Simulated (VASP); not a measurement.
# TlI2Br (I4/mcm) in VASP: single point with RPBE

Aim: the single point of TlI2Br with RPBE.

Program: VASP 6.6.1. These are calculated values, not measurements. Logs are shortened: lines on timing, memory, paths and dates and some standing lists are left out, and cuts for length are marked.

## (1) The cell of the first run

The structure is tetragonal, space group I4/mcm (No. 140). Conventional cell: a = 8.493 Å, b = 8.493 Å, c = 7.800 Å, α = 90.00°, β = 90.00°, γ = 90.00°. Within 3.9 Å of I (site symmetry m2m) lie 2 Br at 2.93 Å and 4 Tl at 3.67 Å. Within 4.8 Å of Tl (site symmetry 422) lie 8 I at 3.67 Å and 2 Tl at 3.90 Å and 4 Br at 4.25 Å. Within 4.0 Å of Br (site symmetry -42m) lie 4 I at 2.93 Å and 2 Br at 3.90 Å.

## (2) Single point, RPBE, non-collinear spin, zero start, spin-orbit coupling

File INCAR:

```
ALGO = Normal
EDIFF = 1E-6
ENCUT = 520
GGA = RP
GGA_COMPAT = F
ISIF = 2
ISMEAR = -1
LASPH = T
LCHARG = F
LNONCOLLINEAR = T
LORBIT = 11
LORBMOM = T
LREAL = F
LSORBIT = T
LWAVE = F
MAGMOM = 0 0 0 0 0 0 0 0 0 0 0 0 0 0 0 0 0 0 0 0 0 0 0 0
NBANDS = 86
NELM = 150
PREC = Accurate
SIGMA = 0.1
```

File KPOINTS:

```
k-points
0
Gamma
  3 3 3
```

File POSCAR:

```
TlI2Br
1.0
   -4.2463540000      4.2463540000      3.9001280000
    4.2463540000     -4.2463540000      3.9001280000
    4.2463540000      4.2463540000     -3.9001280000
I Tl Br
4 2 2
Direct
    0.6820000000      0.1820000000      0.8640000000
    0.1820000000      0.3180000000      0.5000000000
    0.3180000000      0.8180000000      0.1360000000
    0.8180000000      0.6820000000      0.5000000000
    0.2500000000      0.2500000000      0.0000000000
    0.7500000000      0.7500000000      0.0000000000
    0.2500000000      0.7500000000      0.5000000000
    0.7500000000      0.2500000000      0.5000000000
```

Potentials or basis: VASP PAW PBE potentials, release 64 (I, Tl_d, Br).

On the command line:

```sh
> cat potpaw_PBE.64/I/POTCAR potpaw_PBE.64/Tl_d/POTCAR potpaw_PBE.64/Br/POTCAR > POTCAR
> mpirun -np 1 vasp_ncl > vasp.out
```

OUTCAR:

```text
EDIFF = 1E-6
   ENCUT = 520
   GGA = RP
   ISIF = 2
   ISMEAR = -1
   LASPH = T
   LNONCOLLINEAR = T
   LORBIT = 11
   LREAL = F
   LSORBIT = T
   NELM = 150
   PREC = Accurate

 ion  position               nearest neighbor table
   1  0.682  0.182  0.864-   8 2.93   7 2.93   5 3.67   6 3.67   5 3.67   6 3.67
   2  0.182  0.318  0.500-   7 2.93   8 2.93   5 3.67   5 3.67   6 3.67   6 3.67
   3  0.318  0.818  0.136-   7 2.93   8 2.93   5 3.67   6 3.67   5 3.67   6 3.67
   4  0.818  0.682  0.500-   7 2.93   8 2.93   6 3.67   6 3.67   5 3.67   5 3.67
   5  0.250  0.250  0.000-   3 3.67   1 3.67   2 3.67   2 3.67   4 3.67   4 3.67   3 3.67   1 3.67
                             6 3.90   6 3.90
   6  0.750  0.750  0.000-   3 3.67   1 3.67   4 3.67   4 3.67   2 3.67   2 3.67   1 3.67   3 3.67
                             5 3.90   5 3.90
   7  0.250  0.750  0.500-   3 2.93   1 2.93   2 2.93   4 2.93
   8  0.750  0.250  0.500-   1 2.93   3 2.93   2 2.93   4 2.93

  LATTYP: Found a body centered tetragonal cell.
 ALAT       =     8.4927080000
 C/A-ratio  =     0.9184651115

  Lattice vectors:

 A1 = (  -4.2463540000,   4.2463540000,   3.9001280000)
 A2 = (   4.2463540000,  -4.2463540000,   3.9001280000)
 A3 = (   4.2463540000,   4.2463540000,  -3.9001280000)

Analysis of symmetry for initial positions (statically):
=====================================================================
 Subroutine PRICEL returns:
 Original cell was already a primitive cell.

 Routine SETGRP: Setting up the symmetry group for a
 body centered tetragonal supercell.

 Subroutine GETGRP returns: Found 16 space group operations
 (whereof  8 operations were pure point group operations)
 out of a pool of 16 trial point group operations.

The static configuration has the point symmetry C_4h.
 The point group associated with its full space group is D_4h.

Analysis of symmetry for dynamics (positions and initial velocities):
=====================================================================
 Subroutine PRICEL returns:
 Original cell was already a primitive cell.

 Routine SETGRP: Setting up the symmetry group for a
 body centered tetragonal supercell.

 Subroutine GETGRP returns: Found 16 space group operations
 (whereof  8 operations were pure point group operations)
 out of a pool of 16 trial point group operations.

The dynamic configuration has the point symmetry C_4h.
 The point group associated with its full space group is D_4h.

Analysis of structural, dynamic, and magnetic symmetry:
=====================================================================
 Subroutine PRICEL returns:
 Original cell was already a primitive cell.

 Routine SETGRP: Setting up the symmetry group for a
 body centered tetragonal supercell.

 Subroutine GETGRP returns: Found 16 space group operations
 (whereof  8 operations were pure point group operations)
 out of a pool of 16 trial point group operations.

The overall configuration has the point symmetry C_4h.
 The point group associated with its full space group is D_4h.

 Subroutine INISYM returns: Found 16 space group operations
 (whereof  8 operations are pure point group operations),
 and found     1 'primitive' translations

----------------------------------------------------------------------------------------

                                     Primitive cell

  volume of cell :     281.3010

  direct lattice vectors                    reciprocal lattice vectors
    -4.246354000  4.246354000  3.900128000     0.000000000  0.117748073  0.128200921
     4.246354000 -4.246354000  3.900128000     0.117748073  0.000000000  0.128200921
     4.246354000  4.246354000 -3.900128000     0.117748073  0.117748073  0.000000000

  length of vectors
     7.160589571  7.160589571  7.160589571     0.174069195  0.174069195  0.166520922

  position of ions in fractional coordinates (direct lattice)
     0.682000000  0.182000000  0.864000000
     0.182000000  0.318000000  0.500000000
[... 632 lines left out ...]
  -------------------------------------------------------------------------------------
  Total        8.0363561      8.0363561     16.6370290      0.0000000     -0.0000000      0.0000000
  in kB       45.7718547     45.7718547     94.7578312      0.0000000     -0.0000000      0.0000000
  external PRESSURE =      62.1005135 kB  Pullay stress =       0.0000000 kB

 VOLUME and BASIS-vectors are now :
 -----------------------------------------------------------------------------
  energy-cutoff  :      520.00
  volume of cell :      281.30
      direct lattice vectors                 reciprocal lattice vectors
    -4.246354000  4.246354000  3.900128000     0.000000000  0.117748073  0.128200921
     4.246354000 -4.246354000  3.900128000     0.117748073  0.000000000  0.128200921
     4.246354000  4.246354000 -3.900128000     0.117748073  0.117748073  0.000000000

 POSITION                                       TOTAL-FORCE (eV/Angst)
 -----------------------------------------------------------------------------------
      1.54567      5.79203      0.00000         1.001139      1.001139      0.000000
      2.70068      1.54567      0.00000        -1.001139      1.001139      0.000000
      2.70068     -1.54567      3.90013        -1.001139     -1.001139     -0.000000
      1.54567      2.70068      3.90013         1.001139     -1.001139     -0.000000
      0.00000      0.00000      1.95006         0.000000     -0.000000      0.000000
      0.00000      0.00000      5.85019         0.000000      0.000000      0.000000
      4.24635      0.00000      1.95006         0.000000      0.000000      0.000000
      0.00000      4.24635      1.95006         0.000000     -0.000000      0.000000
 -----------------------------------------------------------------------------------
    total drift:                                0.000000     -0.000000      0.000000

  FREE ENERGIE OF THE ION-ELECTRON SYSTEM (eV)
  ---------------------------------------------------
  free  energy   TOTEN  =       -11.4879183318 eV

  energy  without entropy=      -11.1969515455  energy(sigma->0) =      -11.34243494

 orbital moment (x)

 # of ion     p       d       tot
 ----------------------------------------
  1         0.000  -0.000   0.000
  2        -0.000   0.000  -0.000
  3         0.000  -0.000   0.000
  4        -0.000   0.000  -0.000
  5        -0.000  -0.000  -0.000
  6        -0.000  -0.000  -0.000
  7         0.000  -0.000   0.000
  8        -0.000   0.000  -0.000
 ----------------------------------------
            0.000  -0.000  -0.000

 orbital moment (y)

 # of ion     p       d       tot
 ----------------------------------------
  1         0.000  -0.000   0.000
  2         0.000  -0.000   0.000
  3        -0.000  -0.000  -0.000
  4        -0.000  -0.000  -0.000
  5         0.000   0.000   0.000
  6        -0.000   0.000   0.000
  7         0.000  -0.000   0.000
  8        -0.000   0.000  -0.000
 ----------------------------------------
           -0.000   0.000   0.000

 orbital moment (z)

 # of ion     p       d       tot
 ----------------------------------------
  1        -0.000   0.000  -0.000
  2         0.000   0.000   0.000
  3         0.000   0.000   0.000
  4         0.000   0.000   0.000
  5         0.000   0.000   0.000
  6        -0.000   0.000  -0.000
  7         0.000  -0.000  -0.000
  8         0.000  -0.000  -0.000
 ----------------------------------------
           -0.000   0.000  -0.000

 Spin-Orbit-Coupling matrix elements

 Ion:    1  E_soc:     -0.3698267
 l=   1
     0.0000000    -0.0653907    -0.0539350
    -0.0653907     0.0000000    -0.0653907
    -0.0539350    -0.0653907     0.0000000
 l=   2
     0.0000000    -0.0000293     0.0000000    -0.0000293    -0.0000237
    -0.0000293     0.0000000    -0.0000360    -0.0000097    -0.0000165
     0.0000000    -0.0000360     0.0000000    -0.0000360     0.0000000
    -0.0000293    -0.0000097    -0.0000360     0.0000000    -0.0000165
    -0.0000237    -0.0000165     0.0000000    -0.0000165     0.0000000
 l=   3
     0.0000000     0.0000000     0.0000000     0.0000000     0.0000000     0.0000000     0.0000000
     0.0000000     0.0000000     0.0000000     0.0000000     0.0000000     0.0000000     0.0000000
     0.0000000     0.0000000     0.0000000     0.0000000     0.0000000     0.0000000     0.0000000
     0.0000000     0.0000000     0.0000000     0.0000000     0.0000000     0.0000000     0.0000000
[... 129 lines left out ...]
 l=   2
     0.0000000    -0.0000081     0.0000000    -0.0000081     0.0000027
    -0.0000081     0.0000000     0.0000012    -0.0000066    -0.0000029
     0.0000000     0.0000012     0.0000000     0.0000012     0.0000000
    -0.0000081    -0.0000066     0.0000012     0.0000000    -0.0000029
     0.0000027    -0.0000029     0.0000000    -0.0000029     0.0000000
 l=   3
     0.0000000     0.0000000     0.0000000     0.0000000     0.0000000     0.0000000     0.0000000
     0.0000000     0.0000000     0.0000000     0.0000000     0.0000000     0.0000000     0.0000000
     0.0000000     0.0000000     0.0000000     0.0000000     0.0000000     0.0000000     0.0000000
     0.0000000     0.0000000     0.0000000     0.0000000     0.0000000     0.0000000     0.0000000
     0.0000000     0.0000000     0.0000000     0.0000000     0.0000000     0.0000000     0.0000000
     0.0000000     0.0000000     0.0000000     0.0000000     0.0000000     0.0000000     0.0000000
     0.0000000     0.0000000     0.0000000     0.0000000     0.0000000     0.0000000     0.0000000

 total charge

# of ion       s       p       d       tot
------------------------------------------
    1        1.538   2.688   0.025   4.251
    2        1.538   2.688   0.025   4.251
    3        1.538   2.688   0.025   4.251
    4        1.538   2.688   0.025   4.251
    5        1.297   0.152   9.668  11.118
    6        1.297   0.152   9.668  11.118
    7        1.658   3.129   0.037   4.824
    8        1.658   3.129   0.037   4.824
--------------------------------------------------
tot         12.061  17.316  19.509  48.887

 magnetization (x)

# of ion       s       p       d       tot
------------------------------------------
    1        0.000   0.000   0.000   0.000
    2       -0.000   0.000   0.000   0.000
    3        0.000   0.000   0.000   0.000
    4       -0.000   0.000   0.000   0.000
    5        0.000   0.000   0.000   0.000
    6        0.000   0.000   0.000   0.000
    7        0.000  -0.000   0.000  -0.000
    8        0.000   0.000   0.000   0.000
--------------------------------------------------
tot          0.000   0.000   0.000   0.000

 magnetization (y)

# of ion       s       p       d       tot
------------------------------------------
    1       -0.000   0.000   0.000  -0.000
    2        0.000   0.000  -0.000   0.000
    3       -0.000   0.000  -0.000  -0.000
    4        0.000   0.000  -0.000   0.000
    5        0.000   0.000   0.000   0.000
    6       -0.000   0.000   0.000  -0.000
    7       -0.000   0.000   0.000   0.000
    8       -0.000   0.000   0.000   0.000
--------------------------------------------------
tot          0.000   0.000  -0.000   0.000

 magnetization (z)

# of ion       s       p       d       tot
------------------------------------------
    1        0.000   0.000   0.000   0.000
    2        0.000   0.000   0.000   0.000
    3        0.000   0.000   0.000   0.000
    4        0.000   0.000   0.000   0.000
    5        0.000   0.000   0.000   0.000
    6        0.000   0.000   0.000   0.000
    7        0.000   0.000   0.000   0.000
    8        0.000   0.000   0.000   0.000
--------------------------------------------------
tot          0.000   0.000   0.000   0.000
```

Run time: 15 min. Hardware: 1 thread of Intel Xeon 8259CL, shared host; peak memory 1 GiB.

Results:

| Item | Value |
| --- | --- |
| Free energy | -11.4879 eV |
| Pressure | 6.2 GPa |
| Largest force | 1.416 eV/Å |
| Net moment | 0.00 μB per cell |
| Valence electrons inside the program's atomic spheres | I 4.25; Tl 11.12; Br 4.82 |

Forces in eV/Å, atoms in the order of the input:
```
I    1.001  1.001  0.000
I   -1.001  1.001  0.000
I   -1.001 -1.001  0.000
I    1.001 -1.001  0.000
Tl   0.000  0.000  0.000
Tl   0.000  0.000  0.000
Br   0.000  0.000  0.000
Br   0.000  0.000  0.000
```

Moments on the atoms (μB; x, y, z):
```
I   0.00 0.00 0.00
I   0.00 0.00 0.00
I   0.00 0.00 0.00
I   0.00 0.00 0.00
Tl  0.00 0.00 0.00
Tl  0.00 0.00 0.00
Br  0.00 0.00 0.00
Br  0.00 0.00 0.00
```

Caveat: the k points lie up to 0.36 Å⁻¹ apart; the PAW data sets were made with another functional, which shifts forces and pressure a little.
